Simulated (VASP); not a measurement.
Crystal: SrCl2.

```
Sr Cl
1.0
    -0.03171    3.46601    3.46601
     3.46601   -0.03171    3.46601
     3.46601    3.46601   -0.03171
Sr Cl
1 2
Direct
  0.00000 0.00000 0.00000
  0.25094 0.25094 0.25094
  0.74906 0.74906 0.74906
```

This cell differs from its parent crystal: strain along [111] -1.4%.

Base run:

| Item | Value |
| --- | --- |
| Program | VASP 6.6.1 |
| Functional | PBE |
| Potentials or basis | VASP PAW PBE potentials, release 64 (Sr_sv, Cl) |
| Cutoff | 520 eV |
| k mesh | 6 × 6 × 6 |
| Occupations | fermi-dirac, width 0.02 eV |
| Spin | no spin polarisation |

Its results: band gap on the k mesh 5.36 eV (least direct gap 5.50 eV); pressure 1.3 GPa; largest force 0.005 eV/Å.

Question: The run is repeated on the same cell with these changes: functional from PBE to r2SCAN; occupations from fermi-dirac, width 0.02 eV to gaussian, width 0.01 eV. What comes out?

Answer: Band gap on the k mesh 5.99 eV; pressure 0.6 GPa; largest force 0.006 eV/Å.

Caveats: the structure was generated, so it needn't be the stable form of SrCl2; the PAW data sets were made with another functional, which shifts forces and pressure a little (at least some runs).

A k mesh can miss the band edges.
